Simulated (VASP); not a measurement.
# TiNi (Pm-3m) in VASP: further runs, part 2 of 2

VASP 6.6.1. The steps go on from the part before.

**3. Single point, LDA, collinear spin, ferromagnetic start**

Input file INCAR:

```
SYSTEM = TiNi
PREC = Accurate
ENCUT = 520
EDIFF = 1E-6
ISMEAR = -1
SIGMA = 0.1
LREAL = .FALSE.
LASPH = .TRUE.
NELM = 150
ALGO = Normal
ISIF = 2
LWAVE = .FALSE.
LCHARG = .FALSE.
ISPIN = 2
MAGMOM = 0.14 0.13
LORBIT = 11
NUPDOWN = 0.3
LMAXMIX = 4
NBANDS = 22
```

Input file KPOINTS:

```
regular mesh
0
G
  5 5 5
  0 0 0
```

Input file POSCAR:

```
TiNi
1.0
    2.9880660000      0.0000000000      0.0000000000
    0.0000000000      2.9880660000      0.0000000000
    0.0000000000      0.0000000000      2.9880660000
Ti Ni
1 1
Direct
    0.5000000000      0.5000000000      0.5000000000
    0.0000000000      0.0000000000      0.0000000000
```

Potentials or basis: VASP PAW LDA potentials, release 64 (Ti_sv, Ni).

The run is started by

```sh
$ cat potpaw_LDA.64/Ti_sv/POTCAR potpaw_LDA.64/Ni/POTCAR > POTCAR
$ mpirun -np 1 vasp_std > vasp.out
```

OUTCAR:

```text
SYSTEM = TiNi
   PREC = Accurate
   ENCUT = 520
   EDIFF = 1E-6
   ISMEAR = -1
   LREAL = .FALSE.
   LASPH = .TRUE.
   NELM = 150
   ISIF = 2
   ISPIN = 2
   LORBIT = 11
   NUPDOWN = 0.3

 ion  position               nearest neighbor table
   1  0.500  0.500  0.500-   2 2.59   2 2.59   2 2.59   2 2.59   2 2.59   2 2.59   2 2.59   2 2.59

   2  0.000  0.000  0.000-   1 2.59   1 2.59   1 2.59   1 2.59   1 2.59   1 2.59   1 2.59   1 2.59

  LATTYP: Found a simple cubic cell.
 ALAT       =     2.9880660000

  Lattice vectors:

 A1 = (   2.9880660000,   0.0000000000,   0.0000000000)
 A2 = (   0.0000000000,   2.9880660000,   0.0000000000)
 A3 = (   0.0000000000,   0.0000000000,   2.9880660000)

Analysis of symmetry for initial positions (statically):
=====================================================================
 Subroutine PRICEL returns:
 Original cell was already a primitive cell.

 Routine SETGRP: Setting up the symmetry group for a
 simple cubic supercell.

 Subroutine GETGRP returns: Found 48 space group operations
 (whereof 48 operations were pure point group operations)
 out of a pool of 48 trial point group operations.

The static configuration has the point symmetry O_h .

Analysis of symmetry for dynamics (positions and initial velocities):
=====================================================================
 Subroutine PRICEL returns:
 Original cell was already a primitive cell.

 Routine SETGRP: Setting up the symmetry group for a
 simple cubic supercell.

 Subroutine GETGRP returns: Found 48 space group operations
 (whereof 48 operations were pure point group operations)
 out of a pool of 48 trial point group operations.

The dynamic configuration has the point symmetry O_h .

Analysis of structural, dynamic, and magnetic symmetry:
=====================================================================
 Subroutine PRICEL returns:
 Original cell was already a primitive cell.

 Routine SETGRP: Setting up the symmetry group for a
 simple cubic supercell.

 Subroutine GETGRP returns: Found 48 space group operations
 (whereof 48 operations were pure point group operations)
 out of a pool of 48 trial point group operations.

The overall configuration has the point symmetry O_h .

 Subroutine INISYM returns: Found 48 space group operations
 (whereof 48 operations are pure point group operations),
 and found     1 'primitive' translations

----------------------------------------------------------------------------------------

                                     Primitive cell

  volume of cell :      26.6791

  direct lattice vectors                    reciprocal lattice vectors
     2.988066000  0.000000000  0.000000000     0.334664629  0.000000000  0.000000000
     0.000000000  2.988066000  0.000000000     0.000000000  0.334664629  0.000000000
     0.000000000  0.000000000  2.988066000     0.000000000  0.000000000  0.334664629

  length of vectors
     2.988066000  2.988066000  2.988066000     0.334664629  0.334664629  0.334664629

  position of ions in fractional coordinates (direct lattice)
     0.500000000  0.500000000  0.500000000
     0.000000000  0.000000000  0.000000000

  ion indices of the primitive-cell ions
   primitive index   ion index
[... 49 lines left out ...]
 SYSTEM =  TiNi
   PREC   = accura    normal or accurate (medium, high low for compatibility)
   ISTART =      0    job   : 0-new  1-cont  2-samecut
   ICHARG =      2    charge: 1-file 2-atom 10-const
   ISPIN  =      2    spin polarized calculation?
   LNONCOLLINEAR =      F non collinear calculations
   LSORBIT =      F    spin-orbit coupling
   LASPH  =      T    aspherical Exc in radial PAW
   ENCUT  =  520.0 eV  38.22 Ry    6.18 a.u.   5.56  5.56  5.56*2*pi/ulx,y,z
   NELM   =    150;   NELMIN=  2; NELMDL= -5     # of ELM steps
   EDIFF  = 0.1E-05   stopping-criterion for ELM
   LREAL  =      F    real-space projection
   EDIFFG = 0.1E-04   stopping-criterion for IOM
   NSW    =      0    number of steps for IOM
   IBRION =     -1    ionic relax: 0-MD 1-quasi-New 2-CG
   NFREE  =      0    steps in history (QN), initial steepest desc. (CG)
   ISIF   =      2    stress and relaxation
   ISYM   =      2    0-nonsym 1-usesym 2-fastsym
   POTIM  = 0.5000    time-step for ionic-motion
   TEBEG  =    0.0;   TEEND  =   0.0 temperature during run
   PSTRESS=    0.0 pullay stress
   NELECT =      22.0000    total number of electrons
   NUPDOWN=       0.3000    fix difference up-down
   EMIN   =  10.00;   EMAX   =-10.00  energy-range for DOS
   EFERMI =   0.00;   METHOD = LEGACY
   ISMEAR =    -1;   SIGMA  =   0.10  broadening in eV -4-tet -1-fermi 0-gaus
   EFERMI_NEDOS =   21; number of points for ismear=-14 and -15
   IALGO  =     38    algorithm
   IMIX   =      4    mixing-type and parameters
     AMIX     =   0.40;   BMIX     =  1.00
     AMIX_MAG =   1.60;   BMIX_MAG =  1.00
  volume/ion in A,a.u.               =      13.34        90.02
  Fermi-wavevector in a.u.,A,eV,Ry     =   1.535178  2.901067 32.065843  2.356773
  Thomas-Fermi vector in A             =   2.642003
   LORBIT       =     11    0 simple, 1 ext, 2 COOP (PROOUT), +10 PAW based schemes
   GGA     = CA    functional components
   LHFCALC =     F    Hartree Fock is set to
   AEXX    =    0.0000 exact exchange contribution
   IVDW    =     0    specifies the selected vdW correction
   LEPSILON=     F    determine dielectric tensor
   LRPA    =     F    only Hartree local field effects (RPA)
 spin polarized calculation
  energy-cutoff  :      520.00
  volume of cell :       26.68
 maximum number of plane-waves:       739
 NGX is ok and might be reduce to    24
   NGX = 11   NGY = 11   NGZ = 11

 number of electron      21.9999986 magnetization       0.3000045

 Free energy of the ion-electron system (eV)
  ---------------------------------------------------
  ext. energy  EPLUGINS =         0.00000000
  ---------------------------------------------------
  free energy    TOTEN  =       -15.85873914 eV

  energy without entropy =      -15.75972096  energy(sigma->0) =      -15.80923005

 E-fermi :   9.2329     XC(G=0): -12.8234

 val. band max:        9.1687154264   @ k =   0.4000   0.0000   0.0000
 cond. band min:       9.3364795974   @ k =   0.4000   0.2000   0.0000
 fundamental gap:      0.1677641710
 Fermi energy:         9.3328876516

 spin component 1

 k-point     1 :       0.0000    0.0000    0.0000
  band No.  band energies     occupation
      1     -47.1771      1.00000
      2     -23.6523      1.00000
      3     -23.6523      1.00000
      4     -23.6523      1.00000
      5       1.5645      1.00000
      6       5.4014      1.00000
[... 239 lines left out ...]
     21      21.0116      0.00000
     22      25.0388      0.00000
 Fermi energy:         9.2328589026

 spin component 2

 k-point     1 :       0.0000    0.0000    0.0000
  band No.  band energies     occupation
      1     -47.0581      1.00000
      2     -23.5344      1.00000
      3     -23.5344      1.00000
      4     -23.5344      1.00000
      5       1.6350      1.00000
      6       5.5164      1.00000
[... 239 lines left out ...]
     21      21.0935      0.00000
     22      25.1315      0.00000

------------------------ aborting loop because EDIFF is reached ----------------------------------------

  FORCE on cell =-STRESS in cart. coord.  units (eV):
  Direction    XX          YY          ZZ          XY          YZ          ZX
  --------------------------------------------------------------------------------------
  -------------------------------------------------------------------------------------
  Total       -1.3062073     -1.3062073     -1.3062073      0.0000000      0.0000000      0.0000000
  in kB      -78.4426277    -78.4426277    -78.4426277      0.0000000      0.0000000      0.0000000
  external PRESSURE =     -78.4426277 kB  Pullay stress =       0.0000000 kB

 VOLUME and BASIS-vectors are now :
 -----------------------------------------------------------------------------
  energy-cutoff  :      520.00
  volume of cell :       26.68
      direct lattice vectors                 reciprocal lattice vectors
     2.988066000  0.000000000  0.000000000     0.334664629  0.000000000  0.000000000
     0.000000000  2.988066000  0.000000000     0.000000000  0.334664629  0.000000000
     0.000000000  0.000000000  2.988066000     0.000000000  0.000000000  0.334664629

 POSITION                                       TOTAL-FORCE (eV/Angst)
 -----------------------------------------------------------------------------------
      1.49403      1.49403      1.49403         0.000000      0.000000      0.000000
      0.00000      0.00000      0.00000         0.000000      0.000000      0.000000
 -----------------------------------------------------------------------------------
    total drift:                                0.000000      0.000000     -0.000000

  FREE ENERGIE OF THE ION-ELECTRON SYSTEM (eV)
  ---------------------------------------------------
  free  energy   TOTEN  =       -15.8587391421 eV

  energy  without entropy=      -15.7597209599  energy(sigma->0) =      -15.80923005

 total charge

# of ion       s       p       d       tot
------------------------------------------
    1        2.242   6.164   1.876  10.281
    2        0.589   0.476   8.335   9.400
--------------------------------------------------
tot          2.830   6.640  10.210  19.681

 magnetization (x)

# of ion       s       p       d       tot
------------------------------------------
    1        0.002   0.006   0.129   0.138
    2        0.004   0.015   0.100   0.119
--------------------------------------------------
tot          0.006   0.022   0.229   0.257
```

Run time: 7.7 s. Hardware: 1 thread of Intel Xeon Platinum 8488C (Sapphire Rapids), shared host; peak memory 0.13 GiB.

Results:

| Property | Result |
| --- | --- |
| Free energy | -15.8587 eV |
| Pressure | -7.8 GPa |
| Net moment | 0.30 μB per cell |
| Site moments | Ti +0.14; Ni +0.12 μB |
| Valence electrons inside the program's atomic spheres | Ti 10.28; Ni 9.40 |

Caveat: the k points lie up to 0.42 Å⁻¹ apart; the total moment is fixed, so each spin has its own Fermi level.

**4. Single point, LDA, collinear spin, ferromagnetic start**

Input file INCAR:

```
ALGO = Normal
EDIFF = 1E-6
ENCUT = 520
GGA = CA
ISIF = 2
ISMEAR = -1
ISPIN = 2
LASPH = T
LCHARG = F
LMAXMIX = 4
LORBIT = 11
LREAL = F
LWAVE = F
MAGMOM = 0.28 0.26
NBANDS = 22
NELM = 150
NUPDOWN = 0.6
PREC = Accurate
SIGMA = 0.1
```

Input file KPOINTS:

```
k-points
0
Gamma
  5 5 5
```

POSCAR is that of step 3.

The run is started by

```sh
$ cat potpaw_LDA.64/Ti_sv/POTCAR potpaw_LDA.64/Ni/POTCAR > POTCAR
$ mpirun -np 1 vasp_std > vasp.out
```

Run time: 7.4 s. Hardware: 1 thread of Intel Xeon Platinum 8488C (Sapphire Rapids), shared host; peak memory 0.13 GiB.

Results (log left out):

| Item | Value |
| --- | --- |
| Free energy | -15.8368 eV |
| Pressure | -7.8 GPa |
| Net moment | 0.60 μB per cell |
| Site moments | Ti +0.28; Ni +0.24 μB |
| Valence electrons inside the program's atomic spheres | Ti 10.29; Ni 9.39 |

Caveat: the k points lie up to 0.42 Å⁻¹ apart; the total moment is fixed, so each spin has its own Fermi level.

**5. Single point, LDA, collinear spin, ferromagnetic start**

Input file INCAR:

```
SYSTEM = TiNi
ALGO     = Normal         ! electronic algorithm
EDIFF    = 1E-7           ! SCF threshold, eV
ENCUT    = 520            ! plane-wave cutoff, eV
ISIF     = 2              ! what is computed and relaxed
ISMEAR   = -1             ! smearing method
ISPIN    = 2              ! spin polarisation
LASPH    = .True.         ! aspherical terms in the spheres
LCHARG   = .False.        ! write CHGCAR
LMAXMIX  = 4              ! l up to which the mixer works
LORBIT   = 11             ! projections on sites
LREAL    = .False.        ! projectors in reciprocal space
LWAVE    = .False.        ! write WAVECAR
MAGMOM   = 0.42 0.39      ! initial moments
NBANDS   = 22             ! bands
NELM     = 150            ! most SCF steps
NUPDOWN  = 0.9            ! fixed moment
PREC     = Accurate       ! precision mode
SIGMA    = 0.1            ! smearing width, eV
```

Input file KPOINTS:

```
k-points
0
Gamma
  5 5 5
  0 0 0
```

POSCAR is that of step 4.

The run is started by

```sh
$ cat potpaw_LDA.64/Ti_sv/POTCAR potpaw_LDA.64/Ni/POTCAR > POTCAR
$ mpirun -np 1 vasp_std > vasp.out
```

It took 7.7 s on 1 thread of Intel Xeon Platinum 8488C (Sapphire Rapids), shared host; peak memory 0.13 GiB.

Results (log left out):

| Item | Value |
| --- | --- |
| Free energy | -15.8014 eV |
| Pressure | -7.5 GPa |
| Net moment | 0.90 μB per cell |
| Site moments | Ti +0.42; Ni +0.35 μB |
| Valence electrons inside the program's atomic spheres | Ti 10.29; Ni 9.39 |

Caveat: the k points lie up to 0.42 Å⁻¹ apart; the total moment is fixed, so each spin has its own Fermi level.

**6. Single point, LDA, collinear spin, ferromagnetic start**

Input file INCAR:

```
SYSTEM = TiNi
PREC = Accurate
ENCUT = 520
EDIFF = 1E-6
ISMEAR = -1
SIGMA = 0.1
LREAL = .FALSE.
LASPH = .TRUE.
NELM = 150
ALGO = Normal
ISIF = 2
LWAVE = .FALSE.
LCHARG = .TRUE.
ISPIN = 2
MAGMOM = 0.57 0.52
LORBIT = 11
NUPDOWN = 1.2
LMAXMIX = 4
LELF = .TRUE.
LVHAR = .TRUE.
NBANDS = 22
```

Input file KPOINTS:

```
Automatic mesh
0
G
  5 5 5
  0 0 0
```

POSCAR is that of step 5.

Potentials or basis: VASP PAW LDA potentials, release 64 (Ti_sv, Ni).

The run is started by

```sh
$ cat potpaw_LDA.64/Ti_sv/POTCAR potpaw_LDA.64/Ni/POTCAR > POTCAR
$ mpirun -np 1 vasp_std > vasp.out
```

It took 7.6 s on 1 thread of Intel Xeon Platinum 8488C (Sapphire Rapids), shared host; peak memory 0.13 GiB.

It converged, with:

- Free energy: -15.7529 eV
- Pressure: -7.1 GPa
- Net moment: 1.20 μB per cell
- Site moments: Ti +0.56; Ni +0.47 μB
- Valence electrons inside the program's atomic spheres: Ti 10.30; Ni 9.39

Caveat: the k points lie up to 0.42 Å⁻¹ apart; the total moment is fixed, so each spin has its own Fermi level.

**7. Summary**

```csv
spin,fixed moment (μB),pressure (GPa),moment (μB)
"collinear, zero start",0.0,-7.9,0.00
"collinear, ferromagnetic start",0.3,-7.8,0.30
"collinear, ferromagnetic start",0.6,-7.8,0.60
"collinear, ferromagnetic start",0.9,-7.5,0.90
"collinear, ferromagnetic start",1.2,-7.1,1.20
```

Alike in all rows: task single point; level LDA; potentials or basis VASP PAW LDA potentials, release 64 (Ti_sv, Ni); cell as given; k mesh 5 × 5 × 5; cutoff (eV) 520; smearing fermi-dirac 0.1 eV.

Caveats: all runs use coarse meshes; the total moment is fixed, so each spin has its own Fermi level.

Absolute energies hang on the potentials; compare differences alone.
